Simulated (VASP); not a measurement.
# CaSe (I-4m2) in VASP: a series of runs, part 2 of 2

VASP 6.6.1. Earlier steps stand in the parts before.

## (3) Single point, PBE (strain +0.000 along x and y, +0.080 along z)

Contents of INCAR:

```
PREC = Accurate ; ENCUT = 520
EDIFF = 1E-6 ; ISMEAR = 0
SIGMA = 0.05 ; LREAL = F
LASPH = T ; NELM = 100
ALGO = Normal ; ISIF = 2
LWAVE = F ; LCHARG = F
GGA = PE ; NBANDS = 15
```

Contents of KPOINTS:

```
Automatic mesh
0
Gamma
  6 6 6
```

Contents of POSCAR:

```
CaSe
1.0
    0.0000000000      3.3000000000      3.5640000000
    3.3000000000      0.0000000000      3.5640000000
    3.3000000000      3.3000000000      0.0000000000
Ca Se
1 1
Direct
    0.0000000000      0.0000000000      0.0000000000
    0.7500000000      0.7500000000      0.7500000000
```

Potentials or basis: VASP PAW PBE potentials, release 64 (Ca_sv, Se).

Run with:

```bash
$ cat potpaw_PBE.64/Ca_sv/POTCAR potpaw_PBE.64/Se/POTCAR > POTCAR
$ mpirun -np 1 vasp_std > vasp.out
```

OUTCAR:

```text
PREC = Accurate
   ENCUT = 520
   EDIFF = 1E-6
   ISMEAR = 0
   LREAL = F
   LASPH = T
   NELM = 100
   ISIF = 2
   GGA = PE

 ion  position               nearest neighbor table
   1  0.000  0.000  0.000-   2 2.94   2 2.94   2 2.94   2 2.94
   2  0.750  0.750  0.750-   1 2.94   1 2.94   1 2.94   1 2.94

  LATTYP: Found a body centered tetragonal cell.
 ALAT       =     4.6669047558
 C/A-ratio  =     1.5273506474

  Lattice vectors:

 A1 = (  -3.3000000000,   0.0000000000,   3.5640000000)
 A2 = (   3.3000000000,   0.0000000000,   3.5640000000)
 A3 = (   0.0000000000,   3.3000000000,  -3.5640000000)

Analysis of symmetry for initial positions (statically):
=====================================================================
 Subroutine PRICEL returns:
 Original cell was already a primitive cell.

 Routine SETGRP: Setting up the symmetry group for a
 body centered tetragonal supercell.

 Subroutine GETGRP returns: Found  8 space group operations
 (whereof  8 operations were pure point group operations)
 out of a pool of 16 trial point group operations.

The static configuration has the point symmetry D_2d.

[... 173 lines left out ...]
      5     -10.8740      2.00000
      6      -0.7776      2.00000
      7      -0.6610      2.00000
      8      -0.6610      2.00000
      9       2.2507      0.00000
     10       4.3186      0.00000
     11       4.6363      0.00000
     12       5.9718      0.00000
     13       6.2877      0.00000
     14       6.2877      0.00000
[... 401 lines left out ...]
      2     -21.1658      2.00000
      3     -21.1510      2.00000
      4     -21.1216      2.00000
      5     -10.6256      2.00000
      6      -1.5998      2.00000
      7      -0.9205      2.00000
      8      -0.7461      2.00000
      9       3.1223      0.00000
     10       4.1808      0.00000
     11       4.8531      0.00000
     12       5.3025      0.00000
     13       5.4609      0.00000
     14       6.4434      0.00000
     15       7.6942      0.00000

 [... further k-points ...]

------------------------ aborting loop because EDIFF is reached ----------------------------------------

  FORCE on cell =-STRESS in cart. coord.  units (eV):
  Direction    XX          YY          ZZ          XY          YZ          ZX
  --------------------------------------------------------------------------------------
  -------------------------------------------------------------------------------------
  Total       -0.9630314     -0.9630314     -1.4091727      0.0000000      0.0000000      0.0000000
  in kB      -19.8772111    -19.8772111    -29.0856815      0.0000000      0.0000000      0.0000000
  external PRESSURE =     -22.9467012 kB  Pullay stress =       0.0000000 kB

 VOLUME and BASIS-vectors are now :
 -----------------------------------------------------------------------------
  energy-cutoff  :      520.00
  volume of cell :       77.62
      direct lattice vectors                 reciprocal lattice vectors
     0.000000000  3.300000000  3.564000000    -0.151515152  0.151515152  0.140291807
     3.300000000  0.000000000  3.564000000     0.151515152 -0.151515152  0.140291807
     3.300000000  3.300000000  0.000000000     0.151515152  0.151515152 -0.140291807

 POSITION                                       TOTAL-FORCE (eV/Angst)
 -----------------------------------------------------------------------------------
      0.00000      0.00000      0.00000         0.000000      0.000000     -0.000000
      4.95000      4.95000      5.34600        -0.000000     -0.000000      0.000000
 -----------------------------------------------------------------------------------
    total drift:                               -0.000000     -0.000000     -0.000000

  FREE ENERGIE OF THE ION-ELECTRON SYSTEM (eV)
  ---------------------------------------------------
  free  energy   TOTEN  =        -8.9169760945 eV

  energy  without entropy=       -8.9169760945  energy(sigma->0) =       -8.91697609
```

stdout:

```text
POSCAR found type information on POSCAR CaSe
 POSCAR found :  2 types and       2 ions
 scaLAPACK will be used
 LDA part: xc-table for (Slater+PW92), standard interpolation
 POSCAR, INCAR and KPOINTS ok, starting setup
 FFT: planning ... GRIDC
 FFT: planning ... GRID_SOFT
 FFT: planning ... GRID
 WAVECAR not read
 entering main loop
```

It took 50 s on 1 thread of Intel Xeon 8259CL, shared host; peak memory 0.22 GiB.

What came out:

```
Free energy            : -8.9170 eV
Pressure               : -2.3 GPa
Band gap on the k mesh : 2.79 eV (least direct gap 2.91 eV)
```

Stress tensor (GPa, compression positive):
```
-1.99  0.00  0.00
 0.00 -1.99  0.00
 0.00  0.00 -2.91
```

Caveat: the cell differs from its parent crystal (strain +0.000 along x and y, +0.080 along z). A k mesh can miss the band edges.

## (4) Single point, PBE (strain +0.040 along x and y, +0.000 along z)

Contents of INCAR:

```
SYSTEM = CaSe
  PREC = Accurate
  ENCUT = 520
  EDIFF = 1E-6
  ISMEAR = 0
  SIGMA = 0.05
  LREAL = .FALSE.
  LASPH = .TRUE.
  NELM = 100
  ALGO = Normal
  ISIF = 2
  LWAVE = .FALSE.
  LCHARG = .TRUE.
  GGA = PE
  LELF = .TRUE.
  LVHAR = .TRUE.
  NBANDS = 15
```

Contents of KPOINTS:

```
Automatic mesh
0
G
  6 6 6
  0 0 0
```

Contents of POSCAR:

```
CaSe
1.0
    0.0000000000      3.4320000000      3.3000000000
    3.4320000000      0.0000000000      3.3000000000
    3.4320000000      3.4320000000      0.0000000000
Ca Se
1 1
Direct
    0.0000000000      0.0000000000      0.0000000000
    0.7500000000      0.7500000000      0.7500000000
```

Run with:

```bash
$ cat potpaw_PBE.64/Ca_sv/POTCAR potpaw_PBE.64/Se/POTCAR > POTCAR
$ mpirun -np 1 vasp_std > vasp.out
```

Wall time 61 s (1 thread of Intel Xeon 8259CL, shared host); peak memory 0.22 GiB.

Results (log left out):

* Free energy: -8.9238 eV
* Pressure: -2.3 GPa
* Band gap on the k mesh: 2.87 eV (least direct gap 2.94 eV)

Stress tensor (GPa, compression positive):
```
-2.36  0.00  0.00
 0.00 -2.36  0.00
 0.00  0.00 -2.05
```

Levels at points of the mesh, in eV from the valence-band top:
| k point | band 6 | band 7 | band 8 | band 9 | band 10 | band 11 |
| --- | --- | --- | --- | --- | --- | --- |
| (0.00, 0.00, 0.00) | -0.12 | -0.12 | -0.07 | 2.87 | 5.01 | 5.17 |
| (0.50, 0.00, 0.00) | -1.15 | -0.10 | 0.00 | 4.80 | 5.17 | 5.19 |
| (0.50, 0.50, 0.00) | -1.10 | -0.16 | -0.16 | 3.52 | 4.70 | 5.72 |
| (0.50, 0.00, 0.50) | -1.18 | -0.08 | -0.05 | 3.46 | 4.70 | 5.70 |

Caveat: the cell differs from its parent crystal (strain +0.040 along x and y, +0.000 along z).

## (5) Single point, PBE (strain +0.080 along x and y, +0.000 along z)

Contents of INCAR:

```
SYSTEM = CaSe
  PREC = Accurate
  ENCUT = 520
  EDIFF = 1E-6
  ISMEAR = 0
  SIGMA = 0.05
  LREAL = .False.
  LASPH = .True.
  NELM = 60
  ALGO = Normal
  ISIF = 2
  LWAVE = .False.
  LCHARG = .True.
  GGA = PE
  LELF = .True.
  LVHAR = .True.
  NBANDS = 15
```

Contents of KPOINTS:

```
Automatic mesh
0
Gamma
  6 6 6
  0 0 0
```

Contents of POSCAR:

```
CaSe
1.0
    0.0000000000      3.5640000000      3.3000000000
    3.5640000000      0.0000000000      3.3000000000
    3.5640000000      3.5640000000      0.0000000000
Ca Se
1 1
Direct
    0.0000000000      0.0000000000      0.0000000000
    0.7500000000      0.7500000000      0.7500000000
```

Run with:

```bash
$ cat potpaw_PBE.64/Ca_sv/POTCAR potpaw_PBE.64/Se/POTCAR > POTCAR
$ mpirun -np 1 vasp_std > vasp.out
```

Run time: 67 s. Hardware: 1 thread of Intel Xeon 8259CL, shared host; peak memory 0.23 GiB.

The run converged. Its results:

```
Free energy            : -8.8008 eV
Pressure               : -3.8 GPa
Band gap on the k mesh : 2.60 eV (least direct gap 2.66 eV)
```

Stress tensor (GPa, compression positive):
```
-4.04  0.00  0.00
 0.00 -4.04  0.00
 0.00  0.00 -3.30
```

Levels at points of the mesh, in eV from the valence-band top:
| k point | band 5 | band 6 | band 7 | band 8 | band 9 | band 10 | band 11 | band 12 |
| --- | --- | --- | --- | --- | --- | --- | --- | --- |
| (0.00, 0.00, 0.00) | -10.24 | -0.14 | -0.14 | -0.06 | 2.60 | 4.69 | 4.97 | 6.26 |
| (0.50, 0.00, 0.00) | -10.09 | -1.12 | -0.17 | 0.00 | 4.56 | 4.89 | 4.89 | 5.05 |
| (0.50, 0.50, 0.00) | -10.03 | -1.00 | -0.26 | -0.26 | 3.48 | 4.45 | 5.39 | 5.41 |
| (0.50, 0.00, 0.50) | -10.04 | -1.16 | -0.11 | -0.07 | 3.37 | 4.46 | 5.37 | 5.39 |

Caveat: the cell differs from its parent crystal (strain +0.080 along x and y, +0.000 along z); the cell stands under tension.

## (6) Summary

| cell | gap on the mesh (eV) | pressure (GPa) |
| --- | --- | --- |
| a = 4.682, b = 4.682, c = 5.040 Å, angles 57.4, 57.4, 65.1°, 2 atoms | 2.71 | -2.5 |
| a = 4.857, b = 4.857, c = 4.667 Å, angles 61.3, 61.3, 57.4°, 2 atoms | 2.79 | -2.3 |
| a = 4.761, b = 4.761, c = 4.854 Å, angles 59.4, 59.4, 61.3°, 2 atoms | 2.87 | -2.3 |
| a = 4.857, b = 4.857, c = 5.040 Å, angles 58.7, 58.7, 62.5°, 2 atoms | 2.60 | -3.8 |

Alike in all rows: task single point; level PBE; potentials or basis VASP PAW PBE potentials, release 64 (Ca_sv, Se); no spin polarisation; k mesh 6 × 6 × 6; cutoff (eV) 520; smearing gaussian 0.05 eV.

Caveats: the cell stands under tension (at least some runs).

Total energies depend on the potentials used, so only differences within one code and one set of settings carry meaning.
